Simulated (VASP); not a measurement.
# ZrSe2 (P-3m1) in VASP: settings compared, part 2 of 2

VASP 6.6.1. The steps go on from the part before.

## (3) Relaxation of cell and atoms, r2SCAN+rVV10

This run uses another cell than the first one, of 24.35 Å³/atom.

Input file POSCAR:

```
ZrSe2
1.0
    3.7454712323      0.0000000000      0.0000000000
   -1.8727356162      3.2436732363      0.0000000000
    0.0000000000      0.0000000000      6.0123446626
Zr Se
1 2
Direct
    0.0000000000      0.0000000000      0.0000000000
    0.3333333333      0.6666666667      0.2648201822
    0.6666666667      0.3333333333      0.7351798178
```

Input file INCAR.step1:

```
SYSTEM = ZrSe2
PREC = Accurate
ENCUT = 550
ISMEAR = -1
SIGMA = 0.02
LREAL = .FALSE.
LASPH = .TRUE.
NELM = 120
GGA = PE
ALGO = Normal
EDIFF = 1E-5
LWAVE = .TRUE.
LCHARG = .FALSE.
GGA_COMPAT = .FALSE.
IBRION = 2
ISIF = 3
EDIFFG = -0.005
NELMIN = 4
NSW = 100
```

Input file INCAR.step2:

```
SYSTEM = ZrSe2
PREC = Accurate
ENCUT = 550
EDIFF = 1E-7
ISMEAR = -1
SIGMA = 0.02
LREAL = .FALSE.
LASPH = .TRUE.
NELM = 120
ALGO = Normal
ISIF = 3
LWAVE = .FALSE.
LCHARG = .FALSE.
METAGGA = R2SCAN
LMIXTAU = .TRUE.
LUSE_VDW = .TRUE.
IVDW_NL = 2
BPARAM = 11.95
CPARAM = 0.0093
IBRION = 2
NSW = 80
EDIFFG = -0.005
ISTART = 1
GGA_COMPAT = .FALSE.
NELMIN = 4
```

Input file KPOINTS:

```
regular mesh
0
G
  12 12 4
  0 0 0
```

Potentials or basis: VASP PAW PBE potentials, release 64 (Zr_sv, Se).

Run with:

```console
$ cat potpaw_PBE.64/Zr_sv/POTCAR potpaw_PBE.64/Se/POTCAR > POTCAR
$ cp INCAR.step1 INCAR
$ mpirun -np 1 vasp_std > vasp.out
$ cp INCAR.step2 INCAR
$ mpirun -np 1 vasp_std > vasp.out
```

OUTCAR:

```text
SYSTEM = ZrSe2
   PREC = Accurate
   ENCUT = 550
   EDIFF = 1E-7
   ISMEAR = -1
   LREAL = .FALSE.
   LASPH = .TRUE.
   NELM = 120
   ISIF = 3
   METAGGA = R2SCAN
   IVDW_NL = 2
   BPARAM = 11.95
   IBRION = 2
   NSW = 80
   EDIFFG = -0.005
   ISTART = 1
   NELMIN = 4

 ion  position               nearest neighbor table
   1  0.000  0.000  0.000-   2 2.69   3 2.69   3 2.69   2 2.69   3 2.69   2 2.69
   2  0.333  0.667  0.265-   1 2.69   1 2.69   1 2.69
   3  0.667  0.333  0.735-   1 2.69   1 2.69   1 2.69

  LATTYP: Found a hexagonal cell.
 ALAT       =     3.7454712323
 C/A-ratio  =     1.6052305010

  Lattice vectors:

 A1 = (   3.7454712323,   0.0000000000,   0.0000000000)
 A2 = (  -1.8727356162,   3.2436732363,   0.0000000000)
 A3 = (   0.0000000000,   0.0000000000,   6.0123446626)

Analysis of symmetry for initial positions (statically):
=====================================================================
 Subroutine PRICEL returns:
 Original cell was already a primitive cell.

 Routine SETGRP: Setting up the symmetry group for a
 hexagonal supercell.

 Subroutine GETGRP returns: Found 12 space group operations
 (whereof 12 operations were pure point group operations)
[... 276 lines left out ...]
  energy  without entropy=      -55.5593895716  energy(sigma->0) =      -55.55938981

[... ionic steps 4 to 10 ...]

--------------------------------------- Ionic step       11  -------------------------------------------

 number of electron      24.0000001 magnetization

------------------------ aborting loop because EDIFF is reached ----------------------------------------
[... 69 lines left out ...]
--------------------------------------- Ionic step       13  -------------------------------------------

 number of electron      24.0000001 magnetization

 Free energy of the ion-electron system (eV)
  ---------------------------------------------------
  ext. energy  EPLUGINS =         0.00000000
  ---------------------------------------------------
  free energy    TOTEN  =       -55.57568428 eV

  energy without entropy =      -55.57568428  energy(sigma->0) =      -55.57568428

 E-fermi :   4.3545     XC(G=0): -10.0257

 val. band max:        4.0461200963   @ k =   0.0000   0.0000   0.0000
 cond. band min:       4.6513271703   @ k =   0.5000   0.0000   0.5000
 fundamental gap:      0.6052070740
 Fermi energy:         4.3545455129

 k-point     1 :       0.0000    0.0000    0.0000
  band No.  band energies     occupation
      1     -47.1369      2.00000
      2     -24.4756      2.00000
      3     -24.3660      2.00000
      4     -24.3660      2.00000
      5      -9.6485      2.00000
      6      -8.3380      2.00000
[... 433 lines left out ...]
      3     -24.4145      2.00000
      4     -24.3763      2.00000
      5      -9.2974      2.00000
      6      -8.4990      2.00000
[... 8 lines left out ...]
     15       6.7355      0.00000
     16       8.0704      0.00000

 [... further k-points ...]

------------------------ aborting loop because EDIFF is reached ----------------------------------------

  FORCE on cell =-STRESS in cart. coord.  units (eV):
  Direction    XX          YY          ZZ          XY          YZ          ZX
  --------------------------------------------------------------------------------------
  -------------------------------------------------------------------------------------
  Total       -0.0012888     -0.0012888      0.0057281      0.0000000     -0.0000000     -0.0000000
  in kB       -0.0267878     -0.0267878      0.1190562      0.0000000     -0.0000000     -0.0000000
  external PRESSURE =       0.0218269 kB  Pullay stress =       0.0000000 kB
[... 18 lines left out ...]
  FREE ENERGIE OF THE ION-ELECTRON SYSTEM (eV)
  ---------------------------------------------------
  free  energy   TOTEN  =       -55.5756842815 eV

  energy  without entropy=      -55.5756842790  energy(sigma->0) =      -55.57568428

 reached required accuracy - stopping structural energy minimisation
```

Run time: 70 min. Hardware: 1 thread of AMD EPYC 9R45 (Zen 5), shared host; peak memory 0.42 GiB.

Results:

| Property | Result |
| --- | --- |
| Free energy | -55.5757 eV |
| Relaxed volume | 25.69 Å³/atom |
| Relaxed cell | a = 3.792 Å, b = 3.792 Å, c = 6.191 Å, α = 90.00°, β = 90.00°, γ = 120.00° |
| Space group after relaxing (to 0.1 Å) | P-3m1 (No. 164) |
| Energy gained by relaxing | 8.4 meV/atom |
| Ionic steps | 13 |
| Pressure after relaxing | 0.0 GPa |
| Band gap on the k mesh | 0.61 eV (least direct gap 1.34 eV) |

Step by step:
| step | energy change (eV) | largest force (eV/Å) | pressure (GPa) | volume (Å³) |
| --- | --- | --- | --- | --- |
| 1 | 0.0000 | 0.1428 | 1.55 | 73.04 |
| 2 | -0.0069 | 0.3907 | -1.14 | 75.56 |
| 3 | -0.0090 | 0.3119 | -0.30 | 74.73 |
| 4 | -0.0163 | 0.1706 | -0.09 | 75.17 |
| 5 | -0.0188 | 0.0363 | 0.12 | 75.61 |
| 6 | -0.0220 | 0.0275 | 0.07 | 76.01 |
| 7 | -0.0253 | 0.0088 | -0.01 | 77.17 |
| 8 | -0.0253 | 0.0099 | 0.00 | 77.05 |
| 9 | -0.0253 | 0.0102 | 0.00 | 77.02 |
| 10 | -0.0253 | 0.0017 | 0.03 | 77.05 |
| 11 | -0.0253 | 0.0019 | 0.03 | 77.05 |
| 12 | -0.0253 | 0.0038 | -0.05 | 77.16 |
| 13 | -0.0253 | 0.0001 | 0.00 | 77.08 |

Final structure:
```
Zr Se
1.0
     3.79160    0.00000    0.00000
    -1.89580    3.28362    0.00000
     0.00000    0.00000    6.19146
Zr Se
1 2
Cartesian
  0.0000 0.0000 0.0000
  0.0000 2.1891 1.5694
  1.8958 1.0945 4.6220
```

Caveat: the PAW data sets were made with another functional, which shifts forces and pressure a little. A k mesh can miss the band edges.

## (4) Single point, PBE0

Input file POSCAR:

```
ZrSe2
1.0
    3.7881125951      0.0000000000      0.0000000000
   -1.8940562976      3.2806017397      0.0000000000
    0.0000000000      0.0000000000      6.1800473385
Zr Se
1 2
Direct
    0.0000000000      0.0000000000      0.0000000000
    0.3333333333      0.6666666667      0.2538106342
    0.6666666667      0.3333333333      0.7461893658
```

Input file INCAR.step1:

```
SYSTEM = ZrSe2
PREC = Accurate
ENCUT = 400
EDIFF = 1E-5
ISMEAR = 0
SIGMA = 0.01
LREAL = .FALSE.
LASPH = .TRUE.
NELM = 120
ALGO = Normal
ISIF = 2
LWAVE = .TRUE.
NBANDS = 19
GGA = PE
GGA_COMPAT = .FALSE.
```

Input file INCAR.step2:

```
SYSTEM = ZrSe2
PREC = Accurate
ENCUT = 400
EDIFF = 1E-6
ISMEAR = 0
SIGMA = 0.01
LREAL = .FALSE.
LASPH = .TRUE.
NELM = 120
ALGO = Normal
ISIF = 2
LWAVE = .FALSE.
LCHARG = .TRUE.
GGA = PE
LHFCALC = .TRUE.
AEXX = 0.25
PRECFOCK = Normal
LELF = .TRUE.
LVHAR = .TRUE.
NBANDS = 19
ISTART = 1
GGA_COMPAT = .FALSE.
```

Input file KPOINTS:

```
Automatic mesh
0
G
  6 6 4
  0 0 0
```

Run with:

```console
$ cat potpaw_PBE.64/Zr_sv/POTCAR potpaw_PBE.64/Se/POTCAR > POTCAR
$ cp INCAR.step1 INCAR
$ mpirun -np 1 vasp_std > vasp.out
$ cp INCAR.step2 INCAR
$ mpirun -np 1 vasp_std > vasp.out
```

It took 34 min on 1 thread of AMD EPYC 9R45 (Zen 5), shared host; peak memory 0.18 GiB.

It converged, with:

| Property | Result |
| --- | --- |
| Free energy | -25.3901 eV |
| Pressure | 0.1 GPa |
| Largest force | 0.145 eV/Å |
| Band gap on the k mesh | 1.63 eV (least direct gap 2.47 eV) |

Forces on the atoms (eV/Å):
```
Zr   0.000  0.000  0.000
Se   0.000  0.000 -0.145
Se   0.000  0.000  0.145
```

Stress tensor (GPa, compression positive):
```
-0.02  0.00  0.00
 0.00 -0.02  0.00
 0.00  0.00  0.45
```

Levels at points of the mesh, in eV from the valence-band top:
```csv
k point,band 10,band 11,band 12,band 13,band 14,band 15
"(0.00, 0.00, 0.00)",-0.05,-0.05,0.00,2.47,2.47,3.01
"(0.50, 0.00, 0.00)",-2.85,-2.50,-1.57,1.84,4.18,4.58
"(0.00, 0.00, 0.50)",-2.38,-0.24,-0.24,2.44,2.44,3.45
"(0.50, 0.00, 0.50)",-2.90,-1.21,-1.15,1.63,4.17,4.57
```

Caveat: the PAW data sets were made with another functional, which shifts forces and pressure a little; this functional lacks dispersion, which binds the layers, so the pressure and a relaxed spacing across them are unreliable.

## (5) The runs side by side

| task | level | spin | cell | k mesh | cutoff (eV) | smearing | grid for exact exchange (PRECFOCK) | share of exact exchange | gap on the mesh (eV) | pressure (GPa) | largest force (eV/Å) |
| --- | --- | --- | --- | --- | --- | --- | --- | --- | --- | --- | --- |
| single point | PBE | non-collinear, zero start, SOC | a = 3.788, b = 3.788, c = 6.180 Å, angles 90.0, 90.0, 120.0°, 3 atoms, atomic positions A | 12 × 12 × 4 | 500 | fermi-dirac 0.02 eV | - | - | - | 1.6 | 0.14 |
| relaxation of cell and atoms | r2SCAN+rVV10 | off | relaxed from a = 3.745, b = 3.745, c = 6.012 Å, angles 90.0, 90.0, 120.0°, 3 atoms, atomic positions B | 12 × 12 × 4 | 550 | fermi-dirac 0.02 eV | - | - | 0.61 | 0.0 | - |
| single point | PBE0 | off | a = 3.788, b = 3.788, c = 6.180 Å, angles 90.0, 90.0, 120.0°, 3 atoms, atomic positions A | 6 × 6 × 4 | 400 | gaussian 0.01 eV | Normal | 0.25 | 1.63 | 0.1 | 0.15 |

Alike in all rows: potentials or basis VASP PAW PBE potentials, release 64 (Zr_sv, Se).

Caveats: this functional lacks dispersion, which binds the layers, so the pressure and a relaxed spacing across them are unreliable (at least some runs); the PAW data sets were made with another functional, which shifts forces and pressure a little (at least some runs).

Total energies depend on the potentials used, so only differences within one code and one set of settings carry meaning.
